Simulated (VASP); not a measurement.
A run of VASP 6.6.1 is set up as follows.

File POSCAR:

```
Cu
1.0
    4.1588740000      0.0000000000      0.0000000000
   -3.4449051002      2.3299918022      0.0000000000
    0.0000000000      0.0000000000      2.4754960000
Cu
2
Direct
    0.1338670000      0.8661330000      0.2500000000
    0.8661330000      0.1338670000      0.7500000000
```

File INCAR.step1:

```
SYSTEM = Cu
PREC = Accurate
ENCUT = 520
ISMEAR = 1
SIGMA = 0.15
LREAL = .False.
LASPH = .True.
NELM = 100
NBANDS = 18
GGA = PE
ALGO = Normal
EDIFF = 1E-4
LWAVE = .True.
LCHARG = .False.
```

File INCAR.step2:

```
SYSTEM = Cu
PREC = Accurate
ENCUT = 520
EDIFF = 1E-6
ISMEAR = 1
SIGMA = 0.15
LREAL = .False.
LASPH = .True.
NELM = 100
ALGO = Normal
ISIF = 2
LWAVE = .False.
LCHARG = .False.
METAGGA = R2SCAN
LMIXTAU = .True.
NBANDS = 18
ISTART = 1
```

KPOINTS

```
regular mesh
0
Gamma
  14 14 13
  0 0 0
```

Potentials or basis: VASP PAW PBE potentials, release 64 (Cu).

Command:

```console
$ cat potpaw_PBE.64/Cu/POTCAR > POTCAR
$ cp INCAR.step1 INCAR
$ mpirun -np 1 vasp_std > vasp.out
$ cp INCAR.step2 INCAR
$ mpirun -np 1 vasp_std > vasp.out
```

(1) Estimate the band gap on the k mesh.

(2) What does it give for the pressure?

Answers

(1) zero (bands 11 and 12 overlap by 5.60 eV).

(2) 1.0 GPa.

Caveat: the PAW data sets were made with another functional, which shifts forces and pressure a little.
